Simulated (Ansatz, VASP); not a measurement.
# Ru: VASP beside Ansatz

```
CELL_PARAMETERS angstrom
0.00000 2.78047 2.78047
2.78047 0.00000 2.78047
2.78047 2.78047 0.00000
ATOMIC_POSITIONS crystal
Ru 0.00000 0.00000 0.00000
Ru 0.25000 0.25000 0.25000
```

Change from the starting cell: volume scaled by 1.06, PAW files.

Alike in both runs: task electric field gradients; functional PBE; k mesh 10 × 10 × 10; occupations fermi-dirac, width 0.03 eV; no spin polarisation.

|  | VASP | Ansatz |
| --- | --- | --- |
| version | VASP 6.6.1 | Ansatz 0.2.0 |
| potentials or method | VASP PAW PBE potentials, release 64 (Ru_pv) | PAW with Ansatz's default frozen-core files, scalar-relativistic |
| plane-wave cutoff (eV) | 520 | 420 |
| valence electrons in the cell | 28 | 32 |

```tsv
	VASP	Ansatz	Ansatz less VASP
pressure (GPa)	-8.1	-8.3	-0.16
```

With one functional, cell and mesh, what is left measures potentials, basis and numerics. VASP's potentials hold 28 valence electrons a cell and Ansatz's 32, so a difference there can come from the potentials and not from the codes.
